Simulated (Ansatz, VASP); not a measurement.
# HfSiO4: VASP beside Ansatz

The input POSCAR:

```
HfSiO4
1.0
   -3.2908245977      3.2908245977      2.9857640652
    3.2908245977     -3.2908245977      2.9857640652
    3.2908245977      3.2908245977     -2.9857640652
Hf Si O
2 2 8
Direct
    0.0000000000      0.0000000000      0.0000000000
    0.7500000000      0.2500000000      0.5000000000
    0.2500000000      0.7500000000      0.5000000000
    0.5000000000      0.5000000000      0.0000000000
    0.1352530675      0.3198799960      0.8153730715
    0.0698799960      0.7545069245      0.6846269285
    0.0698799960      0.3852530675      0.3153730715
    0.5045069245      0.3198799960      0.1846269285
    0.6801200040      0.4954930755      0.8153730715
    0.6147469325      0.9301200040      0.6846269285
    0.2454930755      0.9301200040      0.3153730715
    0.6801200040      0.8647469325      0.1846269285
```

Contents of INCAR.step1:

```
PREC = Accurate
ENCUT = 520
ISMEAR = 0
SIGMA = 0.01
LREAL = False
LASPH = True
NELM = 80
NBANDS = 50
GGA = PE
ALGO = Normal
EDIFF = 1E-4
LWAVE = True
LCHARG = False
```

File INCAR.step2:

```
PREC = Accurate
ENCUT = 520
EDIFF = 1E-7
ISMEAR = 0
SIGMA = 0.01
LREAL = False
LASPH = True
NELM = 80
ALGO = Normal
ISIF = 2
LWAVE = False
LCHARG = False
METAGGA = R2SCAN
LMIXTAU = True
NBANDS = 50
ISTART = 1
```

Contents of KPOINTS:

```
Automatic mesh
0
Gamma
  6 6 6
```

Input for Ansatz:

```yaml
crystal:
  lattice:
    - [-3.2908245977, 3.2908245977, 2.9857640652]
    - [3.2908245977, -3.2908245977, 2.9857640652]
    - [3.2908245977, 3.2908245977, -2.9857640652]
  atoms:
    - { symbol: Hf, position: [0.0, 0.0, 0.0] }
    - { symbol: Hf, position: [0.75, 0.25, 0.5] }
    - { symbol: Si, position: [0.25, 0.75, 0.5] }
    - { symbol: Si, position: [0.5, 0.5, 0.0] }
    - { symbol: O, position: [0.1352530675, 0.319879996, 0.8153730715] }
    - { symbol: O, position: [0.069879996, 0.7545069245, 0.6846269285] }
    - { symbol: O, position: [0.069879996, 0.3852530675, 0.3153730715] }
    - { symbol: O, position: [0.5045069245, 0.319879996, 0.1846269285] }
    - { symbol: O, position: [0.680120004, 0.4954930755, 0.8153730715] }
    - { symbol: O, position: [0.6147469325, 0.930120004, 0.6846269285] }
    - { symbol: O, position: [0.2454930755, 0.930120004, 0.3153730715] }
    - { symbol: O, position: [0.680120004, 0.8647469325, 0.1846269285] }
kpoints:
  mp_grid: { grid: [6, 6, 6] }
  band_path:
    path:
      - [0.0, 0.0, 0.0]
      - [0.0, 0.0, 0.5]
      - [-0.5, 0.5, 0.5]
      - [0.4557981719, 0.4557981719, -0.4557981719]
      - [-0.4557981719, 0.5442018281, 0.4557981719]
      - [0.25, 0.25, 0.25]
      - [0.0, 0.5, 0.0]
      - [0.052083, 0.052083, -0.052083]
      - [0.1875, 0.302083, 0.25]
      - [0.1666666667, 0.1666666667, 0.1666666667]
    npoints: 1
hamiltonian:
  xc: r2scan
scf:
  occupations: { method: fixed }
  n_extra_bands: 7
output:
  forces: true
  stress: true
  eigenvalues: true
```

Alike in both runs: task single point; functional r2SCAN; k mesh 6 × 6 × 6; no spin polarisation.

|  | VASP | Ansatz |
| --- | --- | --- |
| version | VASP 6.6.1 | Ansatz 0.2.0 |
| potentials or method | VASP PAW PBE potentials, release 64 (Hf_pv, Si, O) | plane waves, PAW |
| plane-wave cutoff (eV) | 520 | 500 |
| occupations | gaussian, width 0.01 eV | fixed |
| valence electrons in the cell | 76 | 108 |

```tsv
	VASP	Ansatz	Ansatz less VASP
gap on the k mesh at the Fermi level (eV)	5.96	6.01	+0.054
pressure (GPa)	-1.8	0.0	+1.79
traceless stress, the component that is largest in VASP (GPa)	0.42	0.00	-0.424
rms of the force components (eV/Å)	0.103	0.000	-0.1024
```

VASP's potentials were made for PBE, not for r2SCAN. Atom by atom the forces differ by 0.102 eV/Å (rms over components). VASP's potentials hold 76 valence electrons a cell and Ansatz's 108, so a difference there can come from the potentials and not from the codes.

Neither program's run includes spin-orbit coupling.
